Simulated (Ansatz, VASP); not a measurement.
One calculation of TiC, two programs

Contents of INCAR:

```
PREC     = Accurate       # precision mode
ENCUT    = 600            # plane-wave cutoff, eV
EDIFF    = 1E-7           # SCF threshold, eV
ISMEAR   = -1             # smearing method
SIGMA    = 0.1            # smearing width, eV
LREAL    = False          # projectors in reciprocal space
LASPH    = True           # aspherical terms in the spheres
NELM     = 120            # most SCF steps
ALGO     = Normal         # electronic algorithm
ISIF     = 3              # what is computed and relaxed
LWAVE    = False          # write WAVECAR
LCHARG   = False          # write CHGCAR
GGA      = PE             # functional
IBRION   = 2              # ionic algorithm
NSW      = 60             # ionic steps
EDIFFG   = -0.01          # ionic threshold
GGA_COMPAT= False        
NELMIN   = 4
```

File KPOINTS:

```
regular mesh
0
Gamma
  7 7 5
```

The input POSCAR:

```
TiC
1.0
    2.5385970000      0.0000000000      0.0000000000
    0.0000000000      2.5385970000      0.0000000000
    0.0000000000      0.0000000000      3.6317690000
Ti C
1 1
Direct
    0.0000000000      0.0000000000      0.0000000000
    0.5000000000      0.5000000000      0.5000000000
```

Input for Ansatz:

```yaml
crystal:
  lattice:
    - [2.538597, 0.0, 0.0]
    - [0.0, 2.538597, 0.0]
    - [0.0, 0.0, 3.631769]
  atoms:
    - { symbol: Ti, position: [0.0, 0.0, 0.0] }
    - { symbol: C, position: [0.5, 0.5, 0.5] }
  symmetry: { tolerance: 0.0003 }
kpoints:
  mp_grid: { grid: [7, 7, 5], shift: [0, 0, 0] }
magnetization:
  spin_polarized: false
scf:
  occupations: { method: fermi_dirac }
hamiltonian:
  pseudopotentials: { kind: paw }
  xc: pbe
basis:
  ecutwfc: 420
output:
  forces: true
  stress: true
  eigenvalues: true
  write_density: true
  write_potential: true
  elf: true
  volumetric_format: npy
relax:
  max_steps: 40
  cell: {}
```

Alike in both runs: task relaxation of cell and atoms; functional PBE; k mesh 7 × 7 × 5; no spin polarisation.

|  | VASP | Ansatz |
| --- | --- | --- |
| version | VASP 6.6.1 | Ansatz 0.2.0 |
| potentials or method | VASP PAW PBE potentials, release 64 (Ti_sv, C), cutoff 600 eV | PAW plane waves |
| occupations | fermi-dirac, width 0.1 eV | fermi-dirac |
| valence electrons in the cell | 16 | 16 |

VASP gave:

- gap on the k mesh at the Fermi level, each at its own relaxed structure (eV): none
- relaxed volume (Å³/atom): 9.93
- relaxed cell length with the largest relative difference (Å): 2.896

**Question.** Estimate Ansatz's values.

**Answer.** gap on the k mesh at the Fermi level, each at its own relaxed structure (eV): none; relaxed volume (Å³/atom): 9.92; relaxed cell length with the largest relative difference (Å): 2.894.

A gap of «none» marks a metal or a gap that the smearing closes.

Noted on VASP's run: the volume moved by over 15 % at a fixed basis, so the end points are rough.
